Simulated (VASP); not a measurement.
A run of VASP 6.6.1:

The input INCAR:

```
SYSTEM = La
  ALGO = Normal
  EDIFF = 1E-6
  ENCUT = 520
  GGA = PE
  ISIF = 2
  ISMEAR = -1
  LASPH = .TRUE.
  LCHARG = .FALSE.
  LREAL = .FALSE.
  LWAVE = .FALSE.
  NBANDS = 18
  NELM = 80
  PREC = Accurate
  SIGMA = 0.05
```

File KPOINTS:

```
k-points
0
G
  12 12 12
  0 0 0
```

Contents of POSCAR:

```
La
1.0
    0.0000000000      2.8749032372      2.8749032372
    2.8749032372      0.0000000000      2.8749032372
    2.8749032372      2.8749032372      0.0000000000
La
2
Direct
   -0.1250000000     -0.1250000000     -0.1250000000
    0.1250000000      0.1250000000      0.1250000000
```

Potentials or basis: VASP PAW PBE potentials, release 64 (La).

Command:

```sh
$ cat potpaw_PBE.64/La/POTCAR > POTCAR
$ mpirun -np 1 vasp_std > vasp.out
```

Hardware: 1 thread of Intel(R) Xeon(R) 6975P-C (Granite Rapids), with other jobs on the host.

Problem. How long does it take, and how much memory?

Solution. Run time: 37 s on 1 thread of Intel(R) Xeon(R) 6975P-C (Granite Rapids), with other jobs on the host, peak memory 0.22 GiB. Counts: scf iterations 12, k points 72.
